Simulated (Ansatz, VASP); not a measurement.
# Te: VASP beside Ansatz

```
Te
1.0
     4.20568   -2.35529    0.00000
     4.20568    2.35529    0.00000
    -0.12957    0.00000    3.93079
Te
3
Direct
  0.67600 0.67600 0.67500
  0.32400 0.32400 0.32500
  0.00000 0.00000 0.00000
```

Change from the starting cell: volume scaled by 0.98.

Alike in both runs: task single point; functional PBE; k mesh 8 × 8 × 8; occupations fermi-dirac, width 0.05 eV; no spin polarisation.

```csv
,VASP,Ansatz
version,VASP 6.6.1,Ansatz 0.2.0
potentials or method,"VASP PAW PBE potentials, release 64 (Te), cutoff 520 eV","all-electron LAPW, scalar-relativistic"
```

VASP gave:

```
pressure (GPa)                                                : 11.3
traceless stress, the component that is largest in VASP (GPa) : 1.03
rms of the force components (eV/Å)                            : 0.265
```

**Question.** Estimate Ansatz's values.

**Answer.** Pressure (GPa): 11.4; traceless stress, the component that is largest in VASP (GPa): 1.03; rms of the force components (eV/Å): 0.263.

Atom by atom the forces differ by 0.002 eV/Å (rms over components). Ansatz ran all-electron here, and VASP with PAW potentials.

Spin-orbit coupling is off throughout.
